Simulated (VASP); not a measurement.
The system is Cd.

```
Cd
1.0
     2.37599   -4.02686    0.00000
     2.37599    4.02686    0.00000
     0.00000    0.00000    4.75829
Cd
4
Direct
  0.15250 0.84750 0.07850
  0.65250 0.34750 0.42150
  0.84750 0.15250 0.92150
  0.34750 0.65250 0.57850
```

```yaml
Program: VASP 6.6.1
Task: relaxation of cell and atoms
Functional: PBEsol
Potentials_or_basis: VASP PAW PBE potentials, release 64 (Cd)
Cutoff: 600 eV
k_mesh: 4 × 4 × 4
Occupations: gaussian, width 0.1 eV
Spin: no spin polarisation
```

At the start: pressure 7.3 GPa; volume 22.76 Å³/atom.

Problem. Where does the relaxation end?

Solution. Over 7 steps the energy falls by 79.0 meV/atom and the volume is 25.56 Å³/atom (+12.3 %); space group Cmce (No. 64, to 0.05 Å).

Step by step:
```tsv
step	energy change (eV)	largest force (eV/Å)	pressure (GPa)	volume (Å³)
1	0.0000	0.8197	7.30	91.05
2	-0.2971	0.0731	-1.10	105.35
3	-0.3086	0.0244	-0.08	102.45
4	-0.3086	0.0197	-0.17	102.68
5	-0.3130	0.0213	-0.10	102.49
6	-0.3152	0.0253	0.00	102.25
7	-0.3159	0.0252	0.02	102.22
```

Final structure:
```
CELL_PARAMETERS angstrom
2.39365 -4.27286 0.00000
2.39365 4.27286 0.00000
0.00000 0.00000 4.99725
ATOMIC_POSITIONS crystal
Cd 0.15675 0.84325 0.07974
Cd 0.65675 0.34325 0.42026
Cd 0.84325 0.15675 0.92026
Cd 0.34325 0.65675 0.57974
```

Caveat: the k points lie up to 0.38 Å⁻¹ apart in the final cell; the PAW data sets were made with another functional, which shifts forces and pressure a little.
